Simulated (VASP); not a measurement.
# Sr (Immm) in VASP: single point with PBE

Aim: the single point of Sr with PBE.

Everything below comes from runs of VASP 6.6.1. Logs are shortened: lines on timing, memory, paths and dates and some standing lists are left out, and cuts for length are marked.

## Step 1: The cell of the first run

The structure is orthorhombic, space group Immm (No. 71). The conventional cell has a = 4.292 Å, b = 4.313 Å, c = 6.085 Å, α = 90.00°, β = 90.00°, γ = 90.00°. Sr (site symmetry mmm) has 12 Sr at 4.29 to 4.31 Å within 5.6 Å.

## Step 2: Single point, PBE (strain +0.0050 x Voigt [0, 0, 0, 0, 0, 1])

Input file INCAR:

```
PREC     = Accurate       # precision mode
ENCUT    = 520            # plane-wave cutoff, eV
EDIFF    = 1E-6           # SCF threshold, eV
ISMEAR   = 0              # smearing method
SIGMA    = 0.15           # smearing width, eV
LREAL    = F              # projectors in reciprocal space
LASPH    = T              # aspherical terms in the spheres
NELM     = 100            # most SCF steps
ALGO     = Fast           # electronic algorithm
ISIF     = 2              # what is computed and relaxed
LWAVE    = F              # write WAVECAR
LCHARG   = F              # write CHGCAR
GGA      = PE             # functional
NBANDS   = 11             # bands
```

Input file KPOINTS:

```
regular mesh
0
Gamma
  14 14 14
```

Input file POSCAR:

```
Sr
1.0
    0.0076058750      3.0423500000      3.0423500000
    3.0423500000      0.0076058750      3.0423500000
    3.0499558750      3.0499558750      0.0000000000
Sr
1
Direct
    0.0000000000      0.0000000000      0.0000000000
```

Potentials or basis: VASP PAW PBE potentials, release 64 (Sr_sv).

Run with:

```
$ cat potpaw_PBE.64/Sr_sv/POTCAR > POTCAR
$ mpirun -np 1 vasp_std > vasp.out
```

OUTCAR:

```text
PREC = Accurate
   ENCUT = 520
   EDIFF = 1E-6
   ISMEAR = 0
   LREAL = F
   LASPH = T
   NELM = 100
   ISIF = 2
   GGA = PE

 ion  position               nearest neighbor table
   1  0.000  0.000  0.000-

  LATTYP: Found a body centered orthorhombic cell.
 ALAT       =     4.2917762999
 B/A-ratio  =     1.0050125313
 C/A-ratio  =     1.4177579573

  Lattice vectors:

 A1 = (   3.0423500000,   0.0076058750,  -3.0423500000)
 A2 = (  -3.0423500000,  -0.0076058750,  -3.0423500000)
 A3 = (   0.0076058750,   3.0423500000,   3.0423500000)

Analysis of symmetry for initial positions (statically):
=====================================================================
 Subroutine PRICEL returns:
 Original cell was already a primitive cell.

 Routine SETGRP: Setting up the symmetry group for a
 body centered orthorhombic supercell.

 Subroutine GETGRP returns: Found  8 space group operations
 (whereof  8 operations were pure point group operations)
 out of a pool of  8 trial point group operations.

The static configuration has the point symmetry D_2h.

Analysis of symmetry for dynamics (positions and initial velocities):
=====================================================================
 Subroutine PRICEL returns:
 Original cell was already a primitive cell.

 Routine SETGRP: Setting up the symmetry group for a
 body centered orthorhombic supercell.

 Subroutine GETGRP returns: Found  8 space group operations
 (whereof  8 operations were pure point group operations)
 out of a pool of  8 trial point group operations.

The dynamic configuration has the point symmetry D_2h.

 Subroutine INISYM returns: Found  8 space group operations
 (whereof  8 operations are pure point group operations),
 and found     1 'primitive' translations

----------------------------------------------------------------------------------------

                                     Primitive cell

  volume of cell :      56.3190

  direct lattice vectors                    reciprocal lattice vectors
     0.007605875  3.042350000  3.042350000    -0.164758536  0.164758536  0.164346640
     3.042350000  0.007605875  3.042350000     0.164758536 -0.164758536  0.164346640
     3.049955875  3.049955875  0.000000000     0.163936798  0.163936798 -0.164346640

  length of vectors
     4.302539354  4.302539354  4.313288963     0.285132546  0.285132546  0.284183683

  position of ions in fractional coordinates (direct lattice)
     0.000000000  0.000000000  0.000000000

  ion indices of the primitive-cell ions
   primitive index   ion index
                 1           1

----------------------------------------------------------------------------------------

 KPOINTS: regular mesh

Automatic generation of k-mesh.
 Grid dimensions read from file:
 generate k-points for:   14   14   14

 Generating k-lattice:

  Cartesian coordinates                     Fractional coordinates (reciprocal lattice)
    -0.011768467  0.011768467  0.011739046     0.071428571  0.000000000  0.000000000
     0.011768467 -0.011768467  0.011739046     0.000000000  0.071428571  0.000000000
     0.011709771  0.011709771 -0.011739046     0.000000000  0.000000000  0.071428571

  Length of vectors
     0.020366610  0.020366610  0.020298834

  Shift w.r.t. Gamma in fractional coordinates (k-lattice)
     0.000000000  0.000000000  0.000000000

 Subroutine IBZKPT returns following result:
 ===========================================

 Found    428 irreducible k-points:

 Following reciprocal coordinates:
            Coordinates               Weight
  0.000000  0.000000  0.000000      1.000000
  0.071429 -0.000000  0.000000      4.000000
  0.142857 -0.000000  0.000000      4.000000
  0.214286 -0.000000  0.000000      4.000000
  0.285714  0.000000  0.000000      4.000000
  0.357143  0.000000  0.000000      4.000000
[... 16 lines left out ...]
  0.214286  0.142857  0.000000      4.000000
  0.285714  0.142857  0.000000      4.000000
 [... further k-points ...]
   k-points           NKPTS =    428   k-points in BZ     NKDIM =    428   number of bands    NBANDS=     11
   number of dos      NEDOS =    301   number of ions     NIONS =      1
   total plane-waves  NPLWV =  32768
   dimension x,y,z NGX =    32 NGY =   32 NGZ =   32
   dimension x,y,z NGXF=    64 NGYF=   64 NGZF=   64
   ions per type =               1
   NGX,Y,Z   is equivalent  to a cutoff of  12.36, 12.36, 12.33 a.u.
   NGXF,Y,Z  is equivalent  to a cutoff of  24.73, 24.73, 24.67 a.u.
 SYSTEM =  unknown system
   PREC   = accura    normal or accurate (medium, high low for compatibility)
   ISTART =      0    job   : 0-new  1-cont  2-samecut
   ICHARG =      2    charge: 1-file 2-atom 10-const
   ISPIN  =      1    spin polarized calculation?
   LNONCOLLINEAR =      F non collinear calculations
   LSORBIT =      F    spin-orbit coupling
   LASPH  =      T    aspherical Exc in radial PAW
   ENCUT  =  520.0 eV  38.22 Ry    6.18 a.u.   8.00  8.00  8.02*2*pi/ulx,y,z
   NELM   =    100;   NELMIN=  2; NELMDL= -5     # of ELM steps
   EDIFF  = 0.1E-05   stopping-criterion for ELM
   LREAL  =      F    real-space projection
   EDIFFG = 0.1E-04   stopping-criterion for IOM
   NSW    =      0    number of steps for IOM
   IBRION =     -1    ionic relax: 0-MD 1-quasi-New 2-CG
   NFREE  =      0    steps in history (QN), initial steepest desc. (CG)
   ISIF   =      2    stress and relaxation
   ISYM   =      2    0-nonsym 1-usesym 2-fastsym
   POTIM  = 0.5000    time-step for ionic-motion
   TEBEG  =    0.0;   TEEND  =   0.0 temperature during run
   PSTRESS=    0.0 pullay stress
   NELECT =      10.0000    total number of electrons
   NUPDOWN=      -1.0000    fix difference up-down
   EMIN   =  10.00;   EMAX   =-10.00  energy-range for DOS
   EFERMI =   0.00;   METHOD = LEGACY
   ISMEAR =     0;   SIGMA  =   0.15  broadening in eV -4-tet -1-fermi 0-gaus
   EFERMI_NEDOS =   21; number of points for ismear=-14 and -15
   IALGO  =     68    algorithm
   IMIX   =      4    mixing-type and parameters
     AMIX     =   0.40;   BMIX     =  1.00
     AMIX_MAG =   1.60;   BMIX_MAG =  1.00
  volume/ion in A,a.u.               =      56.32       380.06
  Fermi-wavevector in a.u.,A,eV,Ry     =   0.920146  1.738823 11.519617  0.846668
  Thomas-Fermi vector in A             =   2.045418
   LORBIT       =      0    0 simple, 1 ext, 2 COOP (PROOUT), +10 PAW based schemes
   GGA     = PE    functional components
   LHFCALC =     F    Hartree Fock is set to
   AEXX    =    0.0000 exact exchange contribution
   IVDW    =     0    specifies the selected vdW correction
   LEPSILON=     F    determine dielectric tensor
   LRPA    =     F    only Hartree local field effects (RPA)
 non-spin polarized calculation
 RMM-DIIS sequential band-by-band and
 Gauss-broadening in eV      SIGMA  =   0.15
  energy-cutoff  :      520.00
  volume of cell :       56.32
 maximum number of plane-waves:      1538
   NGX = 15   NGY = 15   NGZ = 17

 number of electron      10.0000000 magnetization

 Free energy of the ion-electron system (eV)
  ---------------------------------------------------
  ext. energy  EPLUGINS =         0.00000000
  ---------------------------------------------------
  free energy    TOTEN  =        -1.64419773 eV

  energy without entropy =       -1.62920280  energy(sigma->0) =       -1.63670027

 E-fermi :   1.4990     XC(G=0):  -7.2790

 val. band max:        1.4988186741   @ k =  -0.3571  -0.4286   0.2857
 cond. band min:       1.4997593284   @ k =  -0.3571   0.0000   0.3571
 fundamental gap:      0.0009406543
 Fermi energy:         1.4990422635

 k-point     1 :       0.0000    0.0000    0.0000
  band No.  band energies     occupation
      1     -35.1662      2.00000
      2     -17.0575      2.00000
      3     -17.0575      2.00000
      4     -17.0574      2.00000
      5      -2.1059      2.00000
      6       3.7997      0.00000
      7       3.8191      0.00000
      8       3.8392      0.00000
      9       5.2476      0.00000
     10       5.2477      0.00000
     11       8.5338      0.00000

 k-point     2 :       0.0714   -0.0000    0.0000
  band No.  band energies     occupation
      1     -35.1656      2.00000
      2     -17.0666      2.00000
      3     -17.0587      2.00000
      4     -17.0587      2.00000
      5      -2.0251      2.00000
      6       3.7033      0.00000
      7       3.8386      0.00000
      8       3.8660      0.00000
      9       5.1939      0.00000
     10       5.1946      0.00000
     11       8.7461      0.00000

 k-point     3 :       0.1429   -0.0000    0.0000
  band No.  band energies     occupation
      1     -35.1638      2.00000
      2     -17.0921      2.00000
      3     -17.0623      2.00000
      4     -17.0622      2.00000
      5      -1.7882      2.00000
      6       3.3810      0.00000
      7       3.9273      0.00000
      8       3.9568      0.00000
      9       5.0931      0.00000
     10       5.0953      0.00000
     11       9.0986      0.00000

 k-point     4 :       0.2143   -0.0000    0.0000
  band No.  band energies     occupation
      1     -35.1613      2.00000
      2     -17.1287      2.00000
      3     -17.0674      2.00000
      4     -17.0672      2.00000
      5      -1.4117      2.00000
      6       2.9740      0.00000
      7       3.9724      0.00000
      8       4.0038      0.00000
      9       5.1007      0.00000
     10       5.1056      0.00000
     11       8.4999      0.00000

 k-point     5 :       0.2857    0.0000    0.0000
  band No.  band energies     occupation
      1     -35.1585      2.00000
      2     -17.1688      2.00000
      3     -17.0730      2.00000
      4     -17.0727      2.00000
      5      -0.9255      2.00000
      6       2.5511      0.00000
      7       3.9013      0.00000
      8       3.9323      0.00000
      9       5.3302      0.00000
     10       5.3402      0.00000
     11       7.9023      0.00000
[... 211 lines left out ...]
 k-point    21 :      -0.0714    0.0714    0.0000
  band No.  band energies     occupation
      1     -35.1646      2.00000
      2     -17.0795      2.00000
      3     -17.0640      2.00000
      4     -17.0592      2.00000
      5      -1.8919      2.00000
      6       3.5278      0.00000
      7       3.8976      0.00000
      8       3.9119      0.00000
      9       5.0069      0.00000
     10       5.2323      0.00000
     11       9.0688      0.00000

 k-point    22 :       0.1429    0.1429    0.0000
  band No.  band energies     occupation
      1     -35.1631      2.00000
      2     -17.0910      2.00000
      3     -17.0700      2.00000
      4     -17.0697      2.00000
      5      -1.6847      2.00000
      6       3.2746      0.00000
      7       4.0079      0.00000
      8       4.0467      0.00000
      9       4.5575      0.00000
     10       5.4107      0.00000
     11       9.5665      0.00000

 k-point    23 :       0.2143    0.1429    0.0000
  band No.  band energies     occupation
      1     -35.1612      2.00000
      2     -17.1145      2.00000
      3     -17.0762      2.00000
      4     -17.0745      2.00000
      5      -1.4080      2.00000
      6       3.0136      0.00000
      7       4.0228      0.00000
      8       4.1112      0.00000
      9       4.4304      0.00000
     10       5.4871      0.00000
     11       9.4731      0.00000

 k-point    24 :       0.2857    0.1429    0.0000
  band No.  band energies     occupation
      1     -35.1588      2.00000
      2     -17.1470      2.00000
      3     -17.0824      2.00000
      4     -17.0805      2.00000
      5      -1.0027      2.00000
      6       2.7026      0.00000
      7       3.7263      0.00000
      8       4.1484      0.00000
      9       4.7068      0.00000
     10       5.6435      0.00000
     11       8.7363      0.00000

 [... further k-points ...]

------------------------ aborting loop because EDIFF is reached ----------------------------------------

  FORCE on cell =-STRESS in cart. coord.  units (eV):
  Direction    XX          YY          ZZ          XY          YZ          ZX
  --------------------------------------------------------------------------------------
  -------------------------------------------------------------------------------------
  Total       -0.0991405     -0.0991405     -0.0993802     -0.0178724      0.0000000      0.0000000
  in kB       -2.8203738     -2.8203738     -2.8271944     -0.5084390      0.0000000      0.0000000
  external PRESSURE =      -2.8226473 kB  Pullay stress =       0.0000000 kB

 VOLUME and BASIS-vectors are now :
 -----------------------------------------------------------------------------
  energy-cutoff  :      520.00
  volume of cell :       56.32
      direct lattice vectors                 reciprocal lattice vectors
     0.007605875  3.042350000  3.042350000    -0.164758536  0.164758536  0.164346640
     3.042350000  0.007605875  3.042350000     0.164758536 -0.164758536  0.164346640
     3.049955875  3.049955875  0.000000000     0.163936798  0.163936798 -0.164346640

 POSITION                                       TOTAL-FORCE (eV/Angst)
 -----------------------------------------------------------------------------------
      0.00000      0.00000      0.00000         0.000000     -0.000000      0.000000
 -----------------------------------------------------------------------------------
    total drift:                                0.000000      0.000000      0.000000

  FREE ENERGIE OF THE ION-ELECTRON SYSTEM (eV)
  ---------------------------------------------------
  free  energy   TOTEN  =        -1.6441977304 eV

  energy  without entropy=       -1.6292028029  energy(sigma->0) =       -1.63670027
```

Run time: 4.3 min. Hardware: 1 thread of Oxide Virtual Turin-like, shared host; peak memory 0.35 GiB.

Results:

* Free energy: -1.6442 eV
* Pressure: -0.3 GPa
* Band gap on the k mesh: zero (bands 5 and 6 overlap by 0.07 eV)

Caveat: the cell differs from its parent crystal (strain +0.0050 x Voigt [0, 0, 0, 0, 0, 1]).
